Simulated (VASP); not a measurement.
Runs of VASP 6.6.1 on GaAs. The structure is that of space group F-43m (No. 216), or close to it. The cells are those of the table. 

| task | cell | cutoff (eV) | gap on the mesh (eV) | pressure (GPa) |
| --- | --- | --- | --- | --- |
| relaxation of cell and atoms | relaxed from a = 4.066 Å, angles 60.0°, 2 atoms | 600 | 0.14 | 0.0 |
| single point | a = 3.969 Å, angles 60.0°, 2 atoms | 520 | 0.69 | 5.2 |
| single point | a = 3.899 Å, angles 60.0°, 2 atoms | 520 | (b) | (a) |
| single point | a = 4.063 Å, angles 60.0°, 2 atoms | 520 | 0.16 | 0.1 |
| single point | a = 4.112 Å, angles 60.0°, 2 atoms | 520 | none | -1.9 |

Alike in all rows: level PBE; potentials or basis VASP PAW PBE potentials, release 64 (Ga_d, As); no spin polarisation; k mesh 10 × 10 × 10; smearing gaussian 0.01 eV.

Q: Fill in the values left out.

A: (a) 10.3; (b) 1.10.

Caveats: the relaxation stopped at its first step, so nothing moved (some runs).

A k mesh can miss the band edges, and the runs leave out spin-orbit coupling on As, Ga.

A gap of «none» marks levels without a gap at the run's occupations.
